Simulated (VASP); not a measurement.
Wanted: the native input for a VASP 6.6.1 run.

* Task: single point
* Functional: PBE
* Potentials or basis: VASP PAW PBE potentials, release 64 (Sb, S)
* Cutoff: 520 eV
* k mesh: 6 × 6 × 8
* Occupations: gaussian, width 0.1 eV
* Spin: no spin polarisation
* Dipole correction: no
* Further INCAR settings: ALGO = Normal; EDIFF = 1e-06; NBANDS = 31

The structure of Sb3S lies in POSCAR:

```
Sb3S
1.0
    6.5711719710      0.0000000000      0.0000000000
   -3.2855859855      5.6908018595      0.0000000000
    0.0000000000      0.0000000000      5.3876395693
Sb S
6 2
Direct
    0.8413173489      0.6826346977      0.2500000000
    0.1586826511      0.8413173489      0.7500000000
    0.3173653023      0.1586826511      0.2500000000
    0.1586826511      0.3173653023      0.7500000000
    0.8413173489      0.1586826511      0.2500000000
    0.6826346977      0.8413173489      0.7500000000
    0.3333333333      0.6666666667      0.2500000000
    0.6666666667      0.3333333333      0.7500000000
```

These files were run (other wordings do the same):

INCAR

```
SYSTEM = Sb3S
  PREC = Accurate
  ENCUT = 520
  EDIFF = 1E-6
  ISMEAR = 0
  SIGMA = 0.1
  LREAL = .False.
  LASPH = .True.
  NELM = 60
  ALGO = Normal
  ISIF = 2
  LWAVE = .False.
  LCHARG = .False.
  GGA = PE
  NBANDS = 31
```

KPOINTS

```
Automatic mesh
0
Gamma
  6 6 8
  0 0 0
```

Potentials or basis: VASP PAW PBE potentials, release 64 (Sb, S).

Run with:

```sh
$ cat potpaw_PBE.64/Sb/POTCAR potpaw_PBE.64/S/POTCAR > POTCAR
$ mpirun -np 1 vasp_std > vasp.out
```

It gave:

```yaml
Pressure: -0.1 GPa
Largest_force: 0.012 eV/Å
Band_gap_on_the_k_mesh: zero (band 21 reaches 8.16 eV, above the bottom of band 22 at 6.63 eV)
```

Caveat: spin-orbit coupling is left out, which moves the levels of the heavy elements.

Wall time 88 s on 1 thread of Intel(R) Xeon(R) 6975P-C (Granite Rapids) (shared host), peak memory 0.4 GiB.
